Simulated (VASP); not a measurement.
Runs of VASP 6.6.1 on B. The structure is that of space group Fm-3m (No. 225), or close to it. The cells are those of the table. 

```csv
cell,k mesh,gap on the mesh (eV),pressure (GPa)
"a = 2.072 Å, angles 60.0°, 1 atom",21 × 21 × 21,none,(a)
"a = 2.046 Å, angles 60.0°, 1 atom",21 × 21 × 21,none,-9.8
"a = 2.019 Å, angles 60.0°, 1 atom",31 × 31 × 31,none,0.5
"a = 1.992 Å, angles 60.0°, 1 atom",21 × 21 × 21,none,(b)
"a = 2.097 Å, angles 60.0°, 1 atom",21 × 21 × 21,none,-25.3
```

Alike in all rows: task single point; level PBEsol; potentials or basis VASP PAW PBE potentials, release 64 (B); no spin polarisation; cutoff (eV) 520; smearing fermi-dirac 0.1 eV.

Fill in the values left out.

(a) -18.3; (b) 12.9.

Caveats: the PAW data sets were made with another functional, which shifts forces and pressure a little.

A gap of «none» marks levels without a gap at the run's occupations.
